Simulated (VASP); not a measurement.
Ge8Mo3W, 12 atoms in the cell. The structure is tetragonal, space group P4/mmm (No. 123). Conventional cell: a = 4.721 Å, b = 4.721 Å, c = 8.287 Å, α = 90.00°, β = 90.00°, γ = 90.00°. Ge (site symmetry 2mm) has 9 Ge at 2.69 to 3.34 Å and 3 Mo at 2.72 to 2.80 Å and 2 W at 2.72 Å within 3.5 Å. Within 3.5 Å of Ge (site symmetry 4mm) lie 9 Ge at 2.67 to 3.34 Å and 4 Mo at 2.71 Å and 1 W at 2.81 Å. Within 3.5 Å of Ge (site symmetry 4mm) lie 9 Ge at 2.68 to 3.34 Å and 5 Mo at 2.71 to 2.80 Å. Within 3.6 Å of Mo (site symmetry mmm) lie 10 Ge at 2.71 to 2.80 Å and 4 Mo at 3.34 Å. Within 3.6 Å of Mo (site symmetry 4/mmm) lie 10 Ge at 2.72 to 2.80 Å and 4 W at 3.34 Å. W (site symmetry 4/mmm) has 10 Ge at 2.72 to 2.81 Å and 4 Mo at 3.34 Å within 3.6 Å. 

- Program: VASP 6.6.1
- Task: single point
- Functional: PBE
- Potentials or basis: VASP PAW PBE potentials, release 64 (Ge_d, Mo_sv, W_sv)
- Cutoff: 520 eV
- k mesh: 8 × 8 × 6
- Occupations: gaussian, width 0.1 eV
- Spin: no spin polarisation
- Dipole correction: no
- Further INCAR settings: ALGO = Fast; EDIFF = 1e-06; NBANDS = 96

Potentials or basis: VASP PAW PBE potentials, release 64 (Ge_d, Mo_sv, W_sv).

Run with:

```sh
$ cat potpaw_PBE.64/Ge_d/POTCAR potpaw_PBE.64/Mo_sv/POTCAR potpaw_PBE.64/W_sv/POTCAR > POTCAR
$ mpirun -np 1 vasp_std > vasp.out
```

Hardware: 1 thread of Oxide Virtual Turin-like Processor (shared host).

**Question.** How long does it take, and how much memory?

**Answer.** Wall time 43 min on 1 thread of Oxide Virtual Turin-like Processor, with other jobs on the host, peak memory 0.79 GiB. Counts: scf iterations 28, k points 60.
